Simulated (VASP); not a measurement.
**HfC: single point with PBEsol**

HfC:

```xyz
2
Lattice="0.0000 2.3250 2.3250 2.3250 0.0000 2.3250 2.3250 2.3250 0.0000" Properties=species:S:1:pos:R:3 pbc="T T T"
Hf    2.3250    2.3250    2.3250
C     0.0000    0.0000    0.0000
```

```
Program                : VASP 6.6.1
Task                   : single point
Functional             : PBEsol
Potentials or basis    : VASP PAW PBE potentials, release 64 (Hf_pv, C)
Cutoff                 : 600 eV
k mesh                 : 6 × 6 × 6
Occupations            : gaussian, width 0.1 eV
Spin                   : no spin polarisation
Dipole correction      : no
Further INCAR settings : ALGO = Normal; EDIFF = 1e-06; NBANDS = 14
```

```json
{
  "Pressure": "-7.0 GPa",
  "Band gap on the k mesh": "zero (band 7 reaches 6.85 eV, above the bottom of band 8 at 5.47 eV)"
}
```

Levels at points of the mesh, in eV from the Fermi level:
| k point | band 5 | band 6 | band 7 | band 8 | band 9 | band 10 |
| --- | --- | --- | --- | --- | --- | --- |
| (0.00, 0.00, 0.00) | 1.17 | 1.17 | 1.17 | 1.48 | 1.48 | 1.48 |
| (0.50, 0.00, 0.00) | -6.04 | -2.85 | -2.85 | 5.42 | 5.42 | 5.90 |
| (0.50, 0.50, 0.00) | -2.45 | -1.70 | 0.06 | 0.06 | 5.43 | 6.85 |

Run time: 4.7 s on 1 thread of Intel(R) Xeon(R) Platinum 8559C (Emerald Rapids) (shared host), peak memory 0.15 GiB.

Caveat: the k points lie up to 0.39 Å⁻¹ apart; the PAW data sets were made with another functional, which shifts forces and pressure a little; spin-orbit coupling is left out, which moves the levels of the heavy elements.
